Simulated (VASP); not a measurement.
# BiTe (R-3m) in VASP: single point with PBEsol

Aim: the single point of BiTe with PBEsol.

All numbers are computed with VASP 6.6.1; they aren't measurements. Logs are shortened: lines on timing, memory, paths and dates and some standing lists are left out, and cuts for length are marked.

### Step 1. The cell of the first run

The structure is trigonal, space group R-3m (No. 166). The conventional cell has a = 4.516 Å, b = 4.516 Å, c = 10.824 Å, α = 90.00°, β = 90.00°, γ = 120.00°. Within 4.2 Å of Bi (site symmetry -3m) lie 6 Te at 3.17 Å. Te (site symmetry -3m) has 6 Bi at 3.17 Å within 4.2 Å.

### Step 2. Single point, PBEsol

File INCAR:

```
SYSTEM = BiTe
PREC = Accurate ; ENCUT = 520
EDIFF = 1E-6 ; ISMEAR = 0
SIGMA = 0.15 ; LREAL = .False.
LASPH = .True. ; NELM = 60
ALGO = Normal ; ISIF = 2
LWAVE = .False. ; LCHARG = .True.
GGA = PS ; LELF = .True.
LVHAR = .True. ; NBANDS = 18
```

File KPOINTS:

```
Automatic mesh
0
Gamma
  18 18 18
  0 0 0
```

File POSCAR:

```
BiTe
1.0
    2.2577774477      1.3035284172      3.6080570742
   -2.2577774477      1.3035284172      3.6080570742
    0.0000000000     -2.6070568344      3.6080570742
Bi Te
1 1
Direct
    0.5000000000      0.5000000000      0.5000000000
    0.0000000000      0.0000000000      0.0000000000
```

Potentials or basis: VASP PAW PBE potentials, release 64 (Bi_d, Te).

The run is started by

```bash
cat potpaw_PBE.64/Bi_d/POTCAR potpaw_PBE.64/Te/POTCAR > POTCAR
mpirun -np 1 vasp_std > vasp.out
```

OUTCAR:

```text
SYSTEM = BiTe
   PREC = Accurate
   ENCUT = 520
   EDIFF = 1E-6
   ISMEAR = 0
   LREAL = .False.
   LASPH = .True.
   NELM = 60
   ISIF = 2
   GGA = PS

 ion  position               nearest neighbor table
   1  0.500  0.500  0.500-   2 3.17   2 3.17   2 3.17   2 3.17   2 3.17   2 3.17
   2  0.000  0.000  0.000-   1 3.17   1 3.17   1 3.17   1 3.17   1 3.17   1 3.17

  LATTYP: Found a trigonal (rhomboedric) cell.
 ALAT       =     4.4513841879
 COS(alpha) =     0.4854801913

  Lattice vectors:

 A1 = (   2.2577774477,   1.3035284172,   3.6080570742)
 A2 = (  -2.2577774477,   1.3035284172,   3.6080570742)
 A3 = (   0.0000000000,  -2.6070568344,   3.6080570742)

Analysis of symmetry for initial positions (statically):
=====================================================================
 Subroutine PRICEL returns:
 Original cell was already a primitive cell.

 Routine SETGRP: Setting up the symmetry group for a
 trigonal (rhombohedral) supercell.

 Subroutine GETGRP returns: Found 12 space group operations
 (whereof 12 operations were pure point group operations)
 out of a pool of 12 trial point group operations.

The static configuration has the point symmetry D_3d.

Analysis of symmetry for dynamics (positions and initial velocities):
=====================================================================
 Subroutine PRICEL returns:
 Original cell was already a primitive cell.

 Routine SETGRP: Setting up the symmetry group for a
 trigonal (rhombohedral) supercell.

 Subroutine GETGRP returns: Found 12 space group operations
 (whereof 12 operations were pure point group operations)
 out of a pool of 12 trial point group operations.

The dynamic configuration has the point symmetry D_3d.

 Subroutine INISYM returns: Found 12 space group operations
 (whereof 12 operations are pure point group operations),
 and found     1 'primitive' translations

----------------------------------------------------------------------------------------

                                     Primitive cell

  volume of cell :      63.7127

  direct lattice vectors                    reciprocal lattice vectors
     2.257777448  1.303528417  3.608057074     0.221456725  0.127858100  0.092385826
    -2.257777448  1.303528417  3.608057074    -0.221456725  0.127858100  0.092385826
     0.000000000 -2.607056834  3.608057074     0.000000000 -0.255716200  0.092385826

  length of vectors
     4.451384188  4.451384188  4.451384188     0.271893207  0.271893207  0.271893207

  position of ions in fractional coordinates (direct lattice)
     0.500000000  0.500000000  0.500000000
     0.000000000  0.000000000  0.000000000

  ion indices of the primitive-cell ions
   primitive index   ion index
                 1           1
                 2           2

----------------------------------------------------------------------------------------

 KPOINTS: Automatic mesh

Automatic generation of k-mesh.
 Grid dimensions read from file:
 generate k-points for:   18   18   18

 Generating k-lattice:

  Cartesian coordinates                     Fractional coordinates (reciprocal lattice)
     0.012303151  0.007103228  0.005132546     0.055555556  0.000000000  0.000000000
    -0.012303151  0.007103228  0.005132546     0.000000000  0.055555556  0.000000000
     0.000000000 -0.014206456  0.005132546     0.000000000  0.000000000  0.055555556

  Length of vectors
     0.015105178  0.015105178  0.015105178

  Shift w.r.t. Gamma in fractional coordinates (k-lattice)
     0.000000000  0.000000000  0.000000000

 Subroutine IBZKPT returns following result:
 ===========================================

 Found    580 irreducible k-points:

 Following reciprocal coordinates:
            Coordinates               Weight
  0.000000  0.000000  0.000000      1.000000
  0.055556 -0.000000  0.000000      6.000000
  0.111111 -0.000000  0.000000      6.000000
  0.166667 -0.000000 -0.000000      6.000000
  0.222222 -0.000000  0.000000      6.000000
  0.277778 -0.000000 -0.000000      6.000000
[... 16 lines left out ...]
 -0.277778  0.055556 -0.000000     12.000000
 -0.222222  0.055556 -0.000000     12.000000
 [... further k-points ...]
   k-points           NKPTS =    580   k-points in BZ     NKDIM =    580   number of bands    NBANDS=     18
   number of dos      NEDOS =    301   number of ions     NIONS =      2
   total plane-waves  NPLWV =  46656
   dimension x,y,z NGX =    36 NGY =   36 NGZ =   36
   dimension x,y,z NGXF=    72 NGYF=   72 NGZF=   72
   ions per type =               1   1
   NGX,Y,Z   is equivalent  to a cutoff of  13.44, 13.44, 13.44 a.u.
   NGXF,Y,Z  is equivalent  to a cutoff of  26.89, 26.89, 26.89 a.u.
 SYSTEM =  BiTe
   PREC   = accura    normal or accurate (medium, high low for compatibility)
   ISTART =      0    job   : 0-new  1-cont  2-samecut
   ICHARG =      2    charge: 1-file 2-atom 10-const
   ISPIN  =      1    spin polarized calculation?
   LNONCOLLINEAR =      F non collinear calculations
   LSORBIT =      F    spin-orbit coupling
   LASPH  =      T    aspherical Exc in radial PAW
   ENCUT  =  520.0 eV  38.22 Ry    6.18 a.u.   8.28  8.28  8.28*2*pi/ulx,y,z
   NELM   =     60;   NELMIN=  2; NELMDL= -5     # of ELM steps
   EDIFF  = 0.1E-05   stopping-criterion for ELM
   LREAL  =      F    real-space projection
   EDIFFG = 0.1E-04   stopping-criterion for IOM
   NSW    =      0    number of steps for IOM
   IBRION =     -1    ionic relax: 0-MD 1-quasi-New 2-CG
   NFREE  =      0    steps in history (QN), initial steepest desc. (CG)
   ISIF   =      2    stress and relaxation
   ISYM   =      2    0-nonsym 1-usesym 2-fastsym
   POTIM  = 0.5000    time-step for ionic-motion
   TEBEG  =    0.0;   TEEND  =   0.0 temperature during run
   PSTRESS=    0.0 pullay stress
   NELECT =      21.0000    total number of electrons
   NUPDOWN=      -1.0000    fix difference up-down
   EMIN   =  10.00;   EMAX   =-10.00  energy-range for DOS
   EFERMI =   0.00;   METHOD = LEGACY
   ISMEAR =     0;   SIGMA  =   0.15  broadening in eV -4-tet -1-fermi 0-gaus
   EFERMI_NEDOS =   21; number of points for ismear=-14 and -15
   IALGO  =     38    algorithm
   IMIX   =      4    mixing-type and parameters
     AMIX     =   0.40;   BMIX     =  1.00
     AMIX_MAG =   1.60;   BMIX_MAG =  1.00
  volume/ion in A,a.u.               =      31.86       214.98
  Fermi-wavevector in a.u.,A,eV,Ry     =   1.130852  2.137001 17.399493  1.278827
  Thomas-Fermi vector in A             =   2.267550
   LORBIT       =      0    0 simple, 1 ext, 2 COOP (PROOUT), +10 PAW based schemes
   GGA     = PS    functional components
   LHFCALC =     F    Hartree Fock is set to
   AEXX    =    0.0000 exact exchange contribution
   IVDW    =     0    specifies the selected vdW correction
   LEPSILON=     F    determine dielectric tensor
   LRPA    =     F    only Hartree local field effects (RPA)
 non-spin polarized calculation
 Gauss-broadening in eV      SIGMA  =   0.15
  energy-cutoff  :      520.00
  volume of cell :       63.71
 maximum number of plane-waves:      1753
 NGX is ok and might be reduce to    36
   NGX = 17   NGY = 17   NGZ = 17

 number of electron      21.0000001 magnetization

 Free energy of the ion-electron system (eV)
  ---------------------------------------------------
  ext. energy  EPLUGINS =         0.00000000
  ---------------------------------------------------
  free energy    TOTEN  =        -7.98634520 eV

  energy without entropy =       -7.97118200  energy(sigma->0) =       -7.97876360

 E-fermi :   7.2439     XC(G=0):  -9.8650

 val. band max:        7.2397509915   @ k =   0.3333  -0.0000  -0.0000
 cond. band min:       7.2467205436   @ k =  -0.2778   0.4444   0.1667
 fundamental gap:      0.0069695521
 Fermi energy:         7.2438668949

 k-point     1 :       0.0000    0.0000    0.0000
  band No.  band energies     occupation
      1     -15.8414      2.00000
      2     -15.8414      2.00000
      3     -15.8338      2.00000
      4     -15.8338      2.00000
      5     -15.8312      2.00000
      6      -6.7254      2.00000
[... 10 lines left out ...]
     17      13.5261      0.00000
     18      13.5424      0.00000

 k-point     2 :       0.0556   -0.0000    0.0000
  band No.  band energies     occupation
      1     -15.8415      2.00000
      2     -15.8415      2.00000
      3     -15.8336      2.00000
      4     -15.8336      2.00000
      5     -15.8310      2.00000
      6      -6.6957      2.00000
[... 10 lines left out ...]
     17      13.7539      0.00000
     18      13.7746      0.00000

 k-point     3 :       0.1111   -0.0000    0.0000
  band No.  band energies     occupation
      1     -15.8419      2.00000
      2     -15.8418      2.00000
      3     -15.8333      2.00000
      4     -15.8330      2.00000
      5     -15.8304      2.00000
      6      -6.6068      2.00000
[... 10 lines left out ...]
     17      14.3001      0.00000
     18      14.4166      0.00000

 k-point     4 :       0.1667   -0.0000   -0.0000
  band No.  band energies     occupation
      1     -15.8426      2.00000
      2     -15.8425      2.00000
      3     -15.8329      2.00000
      4     -15.8320      2.00000
      5     -15.8294      2.00000
      6      -6.4592      2.00000
[... 375 lines left out ...]
      4     -15.8272      2.00000
      5     -15.8246      2.00000
      6      -5.5426      2.00000
[... 10 lines left out ...]
     17      16.5595      0.00000
     18      17.4519      0.00000

 k-point    23 :      -0.2778    0.0556   -0.0000
  band No.  band energies     occupation
      1     -15.8455      2.00000
      2     -15.8445      2.00000
      3     -15.8318      2.00000
      4     -15.8285      2.00000
      5     -15.8260      2.00000
      6      -5.8718      2.00000
[... 10 lines left out ...]
     17      16.3088      0.00000
     18      17.2646      0.00000

 k-point    24 :      -0.2222    0.0556   -0.0000
  band No.  band energies     occupation
      1     -15.8445      2.00000
      2     -15.8434      2.00000
      3     -15.8324      2.00000
      4     -15.8299      2.00000
      5     -15.8275      2.00000
      6      -6.1494      2.00000
[... 10 lines left out ...]
     17      15.4937      0.00000
     18      16.6405      0.00000

 [... further k-points ...]

------------------------ aborting loop because EDIFF is reached ----------------------------------------

  FORCE on cell =-STRESS in cart. coord.  units (eV):
  Direction    XX          YY          ZZ          XY          YZ          ZX
  --------------------------------------------------------------------------------------
  -------------------------------------------------------------------------------------
  Total        0.6125290      0.6125290      0.5594726      0.0000000      0.0000000      0.0000000
  in kB       15.4032009     15.4032009     14.0689970      0.0000000      0.0000000      0.0000000
  external PRESSURE =      14.9584662 kB  Pullay stress =       0.0000000 kB

 VOLUME and BASIS-vectors are now :
 -----------------------------------------------------------------------------
  energy-cutoff  :      520.00
  volume of cell :       63.71
      direct lattice vectors                 reciprocal lattice vectors
     2.257777448  1.303528417  3.608057074     0.221456725  0.127858100  0.092385826
    -2.257777448  1.303528417  3.608057074    -0.221456725  0.127858100  0.092385826
     0.000000000 -2.607056834  3.608057074     0.000000000 -0.255716200  0.092385826

 POSITION                                       TOTAL-FORCE (eV/Angst)
 -----------------------------------------------------------------------------------
      0.00000      0.00000      5.41209        -0.000000      0.000000     -0.000000
      0.00000      0.00000      0.00000         0.000000     -0.000000      0.000000
 -----------------------------------------------------------------------------------
    total drift:                               -0.000000     -0.000000      0.000000

  FREE ENERGIE OF THE ION-ELECTRON SYSTEM (eV)
  ---------------------------------------------------
  free  energy   TOTEN  =        -7.9863451972 eV

  energy  without entropy=       -7.9711819956  energy(sigma->0) =       -7.97876360
```

It took 6.4 min on 1 thread of AMD EPYC 9R45 (Zen 5), shared host; peak memory 0.7 GiB.

What came out:

```
Free energy            : -7.9863 eV
Pressure               : 1.5 GPa
Band gap on the k mesh : zero (an odd number of electrons rules out a gap without spin polarisation)
```

Stress tensor (GPa, compression positive):
```
1.54 0.00 0.00
0.00 1.54 0.00
0.00 0.00 1.41
```

Levels at points of the mesh, in eV from the Fermi level:
```
           k point  band 7  band 8  band 9  band 10  band 11  band 12  band 13  band 14
(0.00, 0.00, 0.00)   -7.90   -2.76   -2.76    -2.55     2.23     2.31     2.31     4.46
(0.50, 0.00, 0.00)  -11.49   -2.03   -1.97    -1.54    -0.87    -0.73    -0.62     7.34
(0.50, 0.50, 0.00)   -9.97   -6.09   -4.37    -4.22     1.95     3.85     3.91     5.41
(0.50, 0.50, 0.50)  -11.43   -2.09   -2.09    -1.68    -0.99    -0.82    -0.82     7.46
```

Caveat: the PAW data sets were made with another functional, which shifts forces and pressure a little; spin-orbit coupling is left out, which moves the levels of the heavy elements.
